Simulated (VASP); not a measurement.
Here is a VASP 6.6.1 calculation.

Contents of INCAR:

```
SYSTEM = NbC
ALGO = Normal
EDIFF = 1E-6
ENCUT = 600
GGA = PE
GGA_COMPAT = .False.
ISIF = 2
ISMEAR = 0
IVDW = 12
LASPH = .True.
LCHARG = .False.
LREAL = .False.
LWAVE = .False.
NBANDS = 16
NELM = 120
PREC = Accurate
SIGMA = 0.05
```

Contents of KPOINTS:

```
k-points
0
Gamma
  10 10 10
  0 0 0
```

POSCAR

```
NbC
1.0
    0.0000000000      2.2276518291      2.2276518291
    2.2276518291      0.0000000000      2.2276518291
    2.2276518291      2.2276518291      0.0000000000
Nb C
1 1
Direct
    0.0000000000      0.0000000000      0.0000000000
    0.5000000000      0.5000000000      0.5000000000
```

Potentials or basis: VASP PAW PBE potentials, release 64 (Nb_sv, C).

Run with:

```bash
$ cat potpaw_PBE.64/Nb_sv/POTCAR potpaw_PBE.64/C/POTCAR > POTCAR
$ mpirun -np 1 vasp_std > vasp.out
```

**Question.** Estimate the pressure.

**Answer.** -2.0 GPa.

**Question.** Predict the dispersion energy per atom.

**Answer.** -0.494 eV.

Caveat: three body term missing; pairwise dispersion overbinds metals, which lowers pressure and volume.
